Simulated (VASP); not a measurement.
Al, 1 atom in the cell. The structure is trigonal, space group R-3m (No. 166). Conventional cell: a = 4.797 Å, b = 4.797 Å, c = 2.497 Å, α = 90.00°, β = 90.00°, γ = 120.00°. Al (site symmetry -3m) has 14 Al at 2.50 to 3.23 Å within 3.3 Å.  This cell differs from its parent crystal: ratio of the length along [111] to the lengths across it x 0.85, volume and fractional coordinates fixed.

```yaml
Program: VASP 6.6.1
Task: single point
Functional: PBEsol
Potentials_or_basis: VASP PAW PBE potentials, release 64 (Al)
Cutoff: 520 eV
k_mesh: 28 × 28 × 28
Occupations: gaussian, width 0.15 eV
Spin: no spin polarisation
Dipole_correction: no
Further_INCAR_settings: ALGO = Fast; EDIFF = 1e-06; NBANDS = 8
```

Potentials or basis: VASP PAW PBE potentials, release 64 (Al).

The run is started by

```bash
$ cat potpaw_PBE.64/Al/POTCAR > POTCAR
$ mpirun -np 1 vasp_std > vasp.out
```

Hardware: 1 thread of Intel(R) Xeon(R) Platinum 8488C (Sapphire Rapids), on a shared host.

Question: How long does it take, and how much memory?

Answer: Wall time 100 s on 1 thread of Intel(R) Xeon(R) Platinum 8488C (Sapphire Rapids), with other jobs on the host, peak memory 0.33 GiB. Counts: scf iterations 10, k points 2045.
